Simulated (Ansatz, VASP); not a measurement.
**SiO2 in VASP and in Ansatz**

INCAR

```
SYSTEM = SiO2
ALGO     = Normal         ! electronic algorithm
EDIFF    = 1E-6           ! SCF threshold, eV
ENCUT    = 520            ! plane-wave cutoff, eV
GGA      = PE             ! functional
ISIF     = 2              ! what is computed and relaxed
ISMEAR   = 0              ! smearing method
LASPH    = .True.         ! aspherical terms in the spheres
LCHARG   = .False.        ! write CHGCAR
LREAL    = .False.        ! projectors in reciprocal space
LWAVE    = .False.        ! write WAVECAR
NBANDS   = 34             ! bands
NELM     = 80             ! most SCF steps
PREC     = Accurate       ! precision mode
SIGMA    = 0.02           ! smearing width, eV
```

File KPOINTS:

```
k-points
0
Gamma
  3 3 4
  0 0 0
```

The input POSCAR:

```
SiO2
1.0
    5.0605222284      0.0000000000      0.0000000000
   -2.5302611142      4.3825408062      0.0000000000
    0.0000000000      0.0000000000      5.5413533100
Si O
3 6
Direct
    0.0000000000      0.5000000000      0.3333333333
    0.5000000000      0.5000000000      0.6666666667
    0.5000000000      0.0000000000      0.0000000000
    0.5827892600      0.7913946300      0.8333333333
    0.7913946300      0.5827892600      0.5000000000
    0.7913946300      0.2086053700      0.1666666667
    0.4172107400      0.2086053700      0.8333333333
    0.2086053700      0.4172107400      0.5000000000
    0.2086053700      0.7913946300      0.1666666667
```

Input for Ansatz:

```yaml
crystal:
  lattice:
    - [5.0605222284, 0.0, 0.0]
    - [-2.5302611142, 4.3825408062, 0.0]
    - [0.0, 0.0, 5.54135331]
  atoms:
    - { symbol: Si, position: [0.0, 0.5, 0.3333333333] }
    - { symbol: Si, position: [0.5, 0.5, 0.6666666667] }
    - { symbol: Si, position: [0.5, 0.0, 0.0] }
    - { symbol: O, position: [0.58278926, 0.79139463, 0.8333333333] }
    - { symbol: O, position: [0.79139463, 0.58278926, 0.5] }
    - { symbol: O, position: [0.79139463, 0.20860537, 0.1666666667] }
    - { symbol: O, position: [0.41721074, 0.20860537, 0.8333333333] }
    - { symbol: O, position: [0.20860537, 0.41721074, 0.5] }
    - { symbol: O, position: [0.20860537, 0.79139463, 0.1666666667] }
basis:
  ecutwfc: 420
kpoints:
  mp_grid: { grid: [3, 3, 4] }
hamiltonian:
  xc: pbe
scf:
  occupations: { method: gaussian, width: 0.02 }
output:
  forces: true
  stress: true
  eigenvalues: true
```

Alike in both runs: task single point; functional PBE; k mesh 3 × 3 × 4; occupations gaussian, width 0.02 eV; no spin polarisation.

|  | VASP | Ansatz |
| --- | --- | --- |
| version | VASP 6.6.1 | Ansatz 0.2.0 |
| potentials or method | VASP PAW PBE potentials, release 64 (Si, O), cutoff 520 eV | scalar-relativistic, plane waves, PAW |
| valence electrons in the cell | 48 | 48 |

```csv
,VASP,Ansatz,Ansatz less VASP
gap on the k mesh at the Fermi level (eV),5.72,5.72,+0.001
least direct gap on the mesh (eV),5.91,5.91,-0.001
pressure (GPa),5.1,5.0,-0.11
"traceless stress, the component that is largest in VASP (GPa)",-0.03,-0.06,-0.036
rms of the force components (eV/Å),0.111,0.117,+0.0056
```

Atom by atom the forces differ by 0.006 eV/Å (rms over components).

The k mesh is coarse, so the values compare programs but aren't converged.
